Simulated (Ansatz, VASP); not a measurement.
## BAs: VASP beside Ansatz

INCAR

```
PREC = Accurate ; ENCUT = 500
EDIFF = 1E-6 ; ISMEAR = -1
SIGMA = 0.02 ; LREAL = F
LASPH = T ; NELM = 120
ALGO = Normal ; ISIF = 2
LWAVE = F ; LCHARG = F
GGA = PE ; NBANDS = 11
GGA_COMPAT = F
```

KPOINTS

```
regular mesh
0
Gamma
  10 10 10
```

File POSCAR:

```
BAs
1.0
    0.0000000000      2.3918676044      2.3387681436
    2.3918676044      0.0000000000      2.3387681436
    2.3918676044      2.3918676044      0.0000000000
B As
1 1
Direct
    0.0000000000      0.0000000000      0.0000000000
    0.2500000000      0.2500000000      0.2500000000
```

Input for Ansatz:

```yaml
crystal:
  lattice:
    - [0.0, 2.3918676044, 2.3387681436]
    - [2.3918676044, 0.0, 2.3387681436]
    - [2.3918676044, 2.3918676044, 0.0]
  atoms:
    - { symbol: B, position: [0.0, 0.0, 0.0] }
    - { symbol: As, position: [0.25, 0.25, 0.25] }
kpoints:
  mp_grid: { grid: [10, 10, 10] }
  band_path:
    path:
      - [0.0, 0.0, 0.0]
      - [-0.5, -0.5, 0.0]
      - [-0.375, -0.375, 0.25]
      - [-0.375, 0.0, 0.375]
      - [0.0, 0.0, 0.5]
      - [-0.5, -0.25, 0.25]
      - [0.398438, 0.398438, 0.0]
    npoints: 1
hamiltonian:
  xc: pbe
scf:
  occupations: { method: fermi_dirac, width: 0.02 }
  n_extra_bands: 4
output:
  forces: true
  stress: true
  eigenvalues: true
  write_density: true
  write_potential: true
  elf: true
  volumetric_format: npy
```

Change from the starting cell: uniaxial_z strain -2.2%.

Alike in both runs: task single point; functional PBE; k mesh 10 × 10 × 10; occupations fermi-dirac, width 0.02 eV; no spin polarisation.

|  | VASP | Ansatz |
| --- | --- | --- |
| version | VASP 6.6.1 | Ansatz 0.2.0 |
| potentials or method | VASP PAW PBE potentials, release 64 (B, As) | plane waves, PAW |
| plane-wave cutoff (eV) | 500 | 420 |
| valence electrons in the cell | 8 | 18 |

VASP gave:

* gap on the k mesh at the Fermi level (eV): 0.82
* pressure (GPa): 6.2
* traceless stress, the component that is largest in VASP (GPa): 3.02

**Question.** What did Ansatz give for the same quantities?

**Answer.** gap on the k mesh at the Fermi level (eV): 0.83; pressure (GPa): 5.5; traceless stress, the component that is largest in VASP (GPa): 3.04.

With one functional, cell and mesh, what is left measures potentials, basis and numerics. VASP's potentials hold 8 valence electrons a cell and Ansatz's 18, so a difference there can come from the potentials and not from the codes.
